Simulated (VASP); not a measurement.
# MgB2 (P6/mmm) in VASP: a series of runs

MgB2 is run at these levels: LDA; tasks: single point.

Program: VASP 6.6.1. These are calculated values, not measurements. Logs are shortened: lines on timing, memory, paths and dates and some standing lists are left out, and cuts for length are marked.

### Step 1. The cell of the first run

It takes space group P6/mmm (No. 191, hexagonal). The conventional cell has a = 3.037 Å, b = 3.037 Å, c = 3.451 Å, α = 90.00°, β = 90.00°, γ = 120.00°. Mg (site symmetry 6/mmm) has 12 B at 2.46 Å and 6 Mg at 3.04 Å within 3.2 Å. B (site symmetry -6m2) has 3 B at 1.75 Å within 2.3 Å.

### Step 2. Single point, LDA

The input, INCAR:

```
SYSTEM = MgB2
ALGO = Normal
EDIFF = 1E-6
ENCUT = 520
GGA = CA
ISIF = 2
ISMEAR = -1
LASPH = .TRUE.
LCHARG = .FALSE.
LREAL = .FALSE.
LWAVE = .FALSE.
NBANDS = 11
NELM = 100
PREC = Accurate
SIGMA = 0.1
```

The input, KPOINTS:

```
k-points
0
G
  12 12 10
  0 0 0
```

The input, POSCAR:

```
MgB2
1.0
    3.0371700842      0.0000000000      0.0000000000
   -1.5185850421      2.6302664485      0.0000000000
    0.0000000000      0.0000000000      3.4510642277
Mg B
1 2
Direct
    0.0000000000      0.0000000000      0.0000000000
    0.3333333333      0.6666666667      0.5000000000
    0.6666666667      0.3333333333      0.5000000000
```

Potentials or basis: VASP PAW LDA potentials, release 64 (Mg, B).

Launch:

```bash
$ cat potpaw_LDA.64/Mg/POTCAR potpaw_LDA.64/B/POTCAR > POTCAR
$ mpirun -np 1 vasp_std > vasp.out
```

OUTCAR:

```text
SYSTEM = MgB2
   EDIFF = 1E-6
   ENCUT = 520
   GGA = CA
   ISIF = 2
   ISMEAR = -1
   LASPH = .TRUE.
   LREAL = .FALSE.
   NELM = 100
   PREC = Accurate

 ion  position               nearest neighbor table
   1  0.000  0.000  0.000-   2 2.46   3 2.46   2 2.46   3 2.46   2 2.46   2 2.46   3 2.46   3 2.46
                             3 2.46   3 2.46   2 2.46   2 2.46
   2  0.333  0.667  0.500-   3 1.75   3 1.75   3 1.75   1 2.46   1 2.46   1 2.46   1 2.46   1 2.46
                             1 2.46
   3  0.667  0.333  0.500-   2 1.75   2 1.75   2 1.75   1 2.46   1 2.46   1 2.46   1 2.46   1 2.46
                             1 2.46

  LATTYP: Found a hexagonal cell.
 ALAT       =     3.0371700842
 C/A-ratio  =     1.1362762480

  Lattice vectors:

 A1 = (   3.0371700842,   0.0000000000,   0.0000000000)
 A2 = (  -1.5185850421,   2.6302664485,   0.0000000000)
 A3 = (   0.0000000000,   0.0000000000,   3.4510642277)

Analysis of symmetry for initial positions (statically):
=====================================================================
 Subroutine PRICEL returns:
 Original cell was already a primitive cell.

 Routine SETGRP: Setting up the symmetry group for a
 hexagonal supercell.

 Subroutine GETGRP returns: Found 24 space group operations
 (whereof 24 operations were pure point group operations)
 out of a pool of 24 trial point group operations.

The static configuration has the point symmetry D_6h.

Analysis of symmetry for dynamics (positions and initial velocities):
=====================================================================
 Subroutine PRICEL returns:
 Original cell was already a primitive cell.

 Routine SETGRP: Setting up the symmetry group for a
 hexagonal supercell.

 Subroutine GETGRP returns: Found 24 space group operations
 (whereof 24 operations were pure point group operations)
 out of a pool of 24 trial point group operations.

The dynamic configuration has the point symmetry D_6h.

 Subroutine INISYM returns: Found 24 space group operations
 (whereof 24 operations are pure point group operations),
 and found     1 'primitive' translations

----------------------------------------------------------------------------------------

                                     Primitive cell

  volume of cell :      27.5691

  direct lattice vectors                    reciprocal lattice vectors
     3.037170084  0.000000000  0.000000000     0.329253869  0.190094810  0.000000000
    -1.518585042  2.630266449  0.000000000     0.000000000  0.380189619  0.000000000
     0.000000000  0.000000000  3.451064228     0.000000000  0.000000000  0.289765688

  length of vectors
     3.037170084  3.037170084  3.451064228     0.380189619  0.380189619  0.289765688

  position of ions in fractional coordinates (direct lattice)
     0.000000000  0.000000000  0.000000000
     0.333333333  0.666666667  0.500000000
     0.666666667  0.333333333  0.500000000

  ion indices of the primitive-cell ions
   primitive index   ion index
                 1           1
                 2           2
                 3           3

----------------------------------------------------------------------------------------

 KPOINTS: k-points

Automatic generation of k-mesh.
 Grid dimensions read from file:
 generate k-points for:   12   12   10

 Generating k-lattice:

  Cartesian coordinates                     Fractional coordinates (reciprocal lattice)
     0.027437822  0.015841234  0.000000000     0.083333333  0.000000000  0.000000000
     0.000000000  0.031682468  0.000000000     0.000000000  0.083333333  0.000000000
     0.000000000  0.000000000  0.028976569     0.000000000  0.000000000  0.100000000

  Length of vectors
     0.031682468  0.031682468  0.028976569

  Shift w.r.t. Gamma in fractional coordinates (k-lattice)
     0.000000000  0.000000000  0.000000000

 Subroutine IBZKPT returns following result:
 ===========================================

 Found    114 irreducible k-points:

 Following reciprocal coordinates:
            Coordinates               Weight
  0.000000  0.000000  0.000000      1.000000
  0.083333  0.000000  0.000000      6.000000
  0.166667  0.000000  0.000000      6.000000
  0.250000  0.000000  0.000000      6.000000
  0.333333  0.000000  0.000000      6.000000
  0.416667  0.000000  0.000000      6.000000
[... 16 lines left out ...]
  0.250000  0.000000  0.100000     12.000000
  0.333333  0.000000  0.100000     12.000000
 [... further k-points ...]
   k-points           NKPTS =    114   k-points in BZ     NKDIM =    114   number of bands    NBANDS=     11
   number of dos      NEDOS =    301   number of ions     NIONS =      3
   total plane-waves  NPLWV =  16128
   dimension x,y,z NGX =    24 NGY =   24 NGZ =   28
   dimension x,y,z NGXF=    48 NGYF=   48 NGZF=   56
   ions per type =               1   2
   NGX,Y,Z   is equivalent  to a cutoff of  13.14, 13.14, 13.49 a.u.
   NGXF,Y,Z  is equivalent  to a cutoff of  26.27, 26.27, 26.98 a.u.
 SYSTEM =  MgB2
   PREC   = accura    normal or accurate (medium, high low for compatibility)
   ISTART =      0    job   : 0-new  1-cont  2-samecut
   ICHARG =      2    charge: 1-file 2-atom 10-const
   ISPIN  =      1    spin polarized calculation?
   LNONCOLLINEAR =      F non collinear calculations
   LSORBIT =      F    spin-orbit coupling
   LASPH  =      T    aspherical Exc in radial PAW
   ENCUT  =  520.0 eV  38.22 Ry    6.18 a.u.   5.65  5.65  6.42*2*pi/ulx,y,z
   NELM   =    100;   NELMIN=  2; NELMDL= -5     # of ELM steps
   EDIFF  = 0.1E-05   stopping-criterion for ELM
   LREAL  =      F    real-space projection
   EDIFFG = 0.1E-04   stopping-criterion for IOM
   NSW    =      0    number of steps for IOM
   IBRION =     -1    ionic relax: 0-MD 1-quasi-New 2-CG
   NFREE  =      0    steps in history (QN), initial steepest desc. (CG)
   ISIF   =      2    stress and relaxation
   ISYM   =      2    0-nonsym 1-usesym 2-fastsym
   POTIM  = 0.5000    time-step for ionic-motion
   TEBEG  =    0.0;   TEEND  =   0.0 temperature during run
   PSTRESS=    0.0 pullay stress
   NELECT =       8.0000    total number of electrons
   NUPDOWN=      -1.0000    fix difference up-down
   EMIN   =  10.00;   EMAX   =-10.00  energy-range for DOS
   EFERMI =   0.00;   METHOD = LEGACY
   ISMEAR =    -1;   SIGMA  =   0.10  broadening in eV -4-tet -1-fermi 0-gaus
   EFERMI_NEDOS =   21; number of points for ismear=-14 and -15
   IALGO  =     38    algorithm
   IMIX   =      4    mixing-type and parameters
     AMIX     =   0.40;   BMIX     =  1.00
     AMIX_MAG =   1.60;   BMIX_MAG =  1.00
  volume/ion in A,a.u.               =       9.19        62.02
  Fermi-wavevector in a.u.,A,eV,Ry     =   1.083838  2.048156 15.982816  1.174704
  Thomas-Fermi vector in A             =   2.219913
   LORBIT       =      0    0 simple, 1 ext, 2 COOP (PROOUT), +10 PAW based schemes
   GGA     = CA    functional components
   LHFCALC =     F    Hartree Fock is set to
   AEXX    =    0.0000 exact exchange contribution
   IVDW    =     0    specifies the selected vdW correction
   LEPSILON=     F    determine dielectric tensor
   LRPA    =     F    only Hartree local field effects (RPA)
 non-spin polarized calculation
  energy-cutoff  :      520.00
  volume of cell :       27.57
 maximum number of plane-waves:       763
 NGX is ok and might be reduce to    24
   NGX = 11   NGY = 11   NGZ = 13

 number of electron       8.0000000 magnetization

 Free energy of the ion-electron system (eV)
  ---------------------------------------------------
  ext. energy  EPLUGINS =         0.00000000
  ---------------------------------------------------
  free energy    TOTEN  =       -17.29703291 eV

  energy without entropy =      -17.27344971  energy(sigma->0) =      -17.28524131

 E-fermi :   5.5547     XC(G=0): -11.3039

 val. band max:        5.4878285174   @ k =   0.0833   0.0000   0.2000
 cond. band min:       5.6298672901   @ k =   0.0833   0.0000   0.3000
 fundamental gap:      0.1420387727
 Fermi energy:         5.5547033496

 k-point     1 :       0.0000    0.0000    0.0000
  band No.  band energies     occupation
      1      -7.0098      2.00000
      2       2.6091      2.00000
      3       5.9466      0.03893
      4       5.9466      0.03893
      5       7.4525      0.00000
      6      12.0276      0.00000
      7      12.0276      0.00000
      8      14.2923      0.00000
      9      15.8273      0.00000
     10      18.6246      0.00000
     11      22.0882      0.00000

 k-point     2 :       0.0833    0.0000    0.0000
  band No.  band energies     occupation
      1      -6.8863      2.00000
      2       2.7293      2.00000
      3       5.3383      1.79397
      4       5.6531      0.54427
      5       7.5550      0.00000
      6      11.9791      0.00000
      7      12.5719      0.00000
      8      14.5078      0.00000
      9      15.3900      0.00000
     10      19.2202      0.00000
     11      21.5849      0.00000

 k-point     3 :       0.1667    0.0000    0.0000
  band No.  band energies     occupation
      1      -6.5174      2.00000
      2       3.0868      2.00000
      3       3.9018      2.00000
      4       5.0081      1.99158
      5       7.8778      0.00000
      6      11.6677      0.00000
      7      13.9579      0.00000
      8      14.2176      0.00000
      9      15.0226      0.00000
     10      20.6937      0.00000
     11      20.7566      0.00000
[... 267 lines left out ...]
 k-point    23 :       0.2500    0.0000    0.1000
  band No.  band energies     occupation
      1      -5.8210      2.00000
      2       2.2246      2.00000
      3       3.0259      2.00000
      4       4.3641      1.99999
      5       9.1726      0.00000
      6      11.2820      0.00000
      7      12.1201      0.00000
      8      15.7591      0.00000
      9      15.8541      0.00000
     10      19.2106      0.00000
     11      19.2685      0.00000

 k-point    24 :       0.3333    0.0000    0.1000
  band No.  band energies     occupation
      1      -4.9820      2.00000
      2       0.5008      2.00000
      3       3.8215      2.00000
      4       3.8222      2.00000
      5       9.4560      0.00000
      6      10.4344      0.00000
      7      11.3265      0.00000
      8      15.2201      0.00000
      9      17.8166      0.00000
     10      18.7071      0.00000
     11      18.8556      0.00000

 [... further k-points ...]

------------------------ aborting loop because EDIFF is reached ----------------------------------------

  FORCE on cell =-STRESS in cart. coord.  units (eV):
  Direction    XX          YY          ZZ          XY          YZ          ZX
  --------------------------------------------------------------------------------------
  -------------------------------------------------------------------------------------
  Total       -0.0963381     -0.0963381     -0.1156516      0.0000000     -0.0000000      0.0000000
  in kB       -5.5986916     -5.5986916     -6.7210984      0.0000000     -0.0000000      0.0000000
  external PRESSURE =      -5.9728272 kB  Pullay stress =       0.0000000 kB

 VOLUME and BASIS-vectors are now :
 -----------------------------------------------------------------------------
  energy-cutoff  :      520.00
  volume of cell :       27.57
      direct lattice vectors                 reciprocal lattice vectors
     3.037170084  0.000000000  0.000000000     0.329253869  0.190094810  0.000000000
    -1.518585042  2.630266449  0.000000000     0.000000000  0.380189619  0.000000000
     0.000000000  0.000000000  3.451064228     0.000000000  0.000000000  0.289765688

 POSITION                                       TOTAL-FORCE (eV/Angst)
 -----------------------------------------------------------------------------------
      0.00000      0.00000      0.00000        -0.000000      0.000000      0.000000
     -0.00000      1.75351      1.72553         0.000000      0.000000      0.000000
      1.51859      0.87676      1.72553        -0.000000      0.000000     -0.000000
 -----------------------------------------------------------------------------------
    total drift:                                0.000000     -0.000000     -0.000000

  FREE ENERGIE OF THE ION-ELECTRON SYSTEM (eV)
  ---------------------------------------------------
  free  energy   TOTEN  =       -17.2970329126 eV

  energy  without entropy=      -17.2734497106  energy(sigma->0) =      -17.28524131
```

Wall time 29 s (1 thread of Intel Xeon 8259CL, shared host); peak memory 0.16 GiB.

What came out:

```
Free energy            : -17.2970 eV
Pressure               : -0.6 GPa
Band gap on the k mesh : zero (band 4 reaches 7.45 eV, above the bottom of band 5 at 3.49 eV)
```

### Step 3. Single point, LDA

The input, INCAR:

```
PREC     = Accurate       # precision mode
ENCUT    = 520            # plane-wave cutoff, eV
EDIFF    = 1E-7           # SCF threshold, eV
ISMEAR   = -1             # smearing method
SIGMA    = 0.1            # smearing width, eV
LREAL    = False          # projectors in reciprocal space
LASPH    = True           # aspherical terms in the spheres
NELM     = 60             # most SCF steps
ALGO     = Normal         # electronic algorithm
ISIF     = 2              # what is computed and relaxed
LWAVE    = False          # write WAVECAR
LCHARG   = True           # write CHGCAR
LELF     = True           # ELF
LVHAR    = True         
NBANDS   = 11             # bands
```

The input, KPOINTS:

```
regular mesh
0
Gamma
  12 12 10
```

POSCAR is that of step 2.

Potentials or basis: VASP PAW LDA potentials, release 64 (Mg, B).

Launch:

```bash
$ cat potpaw_LDA.64/Mg/POTCAR potpaw_LDA.64/B/POTCAR > POTCAR
$ mpirun -np 1 vasp_std > vasp.out
```

OUTCAR:

```text
PREC = Accurate
   ENCUT = 520
   EDIFF = 1E-7
   ISMEAR = -1
   LREAL = False
   LASPH = True
   NELM = 60
   ISIF = 2

 ion  position               nearest neighbor table
   1  0.000  0.000  0.000-   2 2.46   3 2.46   2 2.46   3 2.46   2 2.46   2 2.46   3 2.46   3 2.46
                             3 2.46   3 2.46   2 2.46   2 2.46
   2  0.333  0.667  0.500-   3 1.75   3 1.75   3 1.75   1 2.46   1 2.46   1 2.46   1 2.46   1 2.46
                             1 2.46
   3  0.667  0.333  0.500-   2 1.75   2 1.75   2 1.75   1 2.46   1 2.46   1 2.46   1 2.46   1 2.46
                             1 2.46

  LATTYP: Found a hexagonal cell.
 ALAT       =     3.0371700842
 C/A-ratio  =     1.1362762480

  Lattice vectors:

 A1 = (   3.0371700842,   0.0000000000,   0.0000000000)
 A2 = (  -1.5185850421,   2.6302664485,   0.0000000000)
 A3 = (   0.0000000000,   0.0000000000,   3.4510642277)

Analysis of symmetry for initial positions (statically):
=====================================================================
 Subroutine PRICEL returns:
 Original cell was already a primitive cell.

 Routine SETGRP: Setting up the symmetry group for a
 hexagonal supercell.

[... 183 lines left out ...]
      7      12.0276      0.00000
      8      14.2923      0.00000
      9      15.8272      0.00000
     10      18.6246      0.00000
     11      22.0883      0.00000
[... 309 lines left out ...]
 k-point    24 :       0.3333    0.0000    0.1000
  band No.  band energies     occupation
      1      -4.9820      2.00000
      2       0.5007      2.00000
      3       3.8213      2.00000
      4       3.8221      2.00000
      5       9.4560      0.00000
      6      10.4344      0.00000
      7      11.3265      0.00000
      8      15.2200      0.00000
      9      17.8165      0.00000
     10      18.7071      0.00000
     11      18.8556      0.00000

 [... further k-points ...]

------------------------ aborting loop because EDIFF is reached ----------------------------------------

  FORCE on cell =-STRESS in cart. coord.  units (eV):
  Direction    XX          YY          ZZ          XY          YZ          ZX
  --------------------------------------------------------------------------------------
  -------------------------------------------------------------------------------------
  Total       -0.0961031     -0.0961031     -0.1143499      0.0000000     -0.0000000      0.0000000
  in kB       -5.5850362     -5.5850362     -6.6454532      0.0000000     -0.0000000      0.0000000
  external PRESSURE =      -5.9385085 kB  Pullay stress =       0.0000000 kB

 VOLUME and BASIS-vectors are now :
 -----------------------------------------------------------------------------
  energy-cutoff  :      520.00
  volume of cell :       27.57
      direct lattice vectors                 reciprocal lattice vectors
     3.037170084  0.000000000  0.000000000     0.329253869  0.190094810  0.000000000
    -1.518585042  2.630266449  0.000000000     0.000000000  0.380189619  0.000000000
     0.000000000  0.000000000  3.451064228     0.000000000  0.000000000  0.289765688

 POSITION                                       TOTAL-FORCE (eV/Angst)
 -----------------------------------------------------------------------------------
      0.00000      0.00000      0.00000        -0.000000      0.000000      0.000000
     -0.00000      1.75351      1.72553         0.000000      0.000000      0.000000
      1.51859      0.87676      1.72553        -0.000000      0.000000     -0.000000
 -----------------------------------------------------------------------------------
    total drift:                                0.000000     -0.000000      0.000000

  FREE ENERGIE OF THE ION-ELECTRON SYSTEM (eV)
  ---------------------------------------------------
  free  energy   TOTEN  =       -17.2970329064 eV

  energy  without entropy=      -17.2734493704  energy(sigma->0) =      -17.28524114
```

stdout:

```text
POSCAR found type information on POSCAR MgB
 POSCAR found :  2 types and       3 ions
 scaLAPACK will be used
 LDA part: xc-table for (Slater(with rela. corr.)+CA(PZ))
 , standard interpolation
 POSCAR, INCAR and KPOINTS ok, starting setup
 FFT: planning ... GRIDC
 FFT: planning ... GRID_SOFT
 FFT: planning ... GRID
 WAVECAR not read
 entering main loop
```

It took 35 s on 1 thread of Intel Xeon 8259CL, shared host; peak memory 0.16 GiB.

What came out:

```yaml
Free_energy: -17.2970 eV
Pressure: -0.6 GPa
Band_gap_on_the_k_mesh: zero (band 4 reaches 7.45 eV, above the bottom of band 5 at 3.49 eV)
```
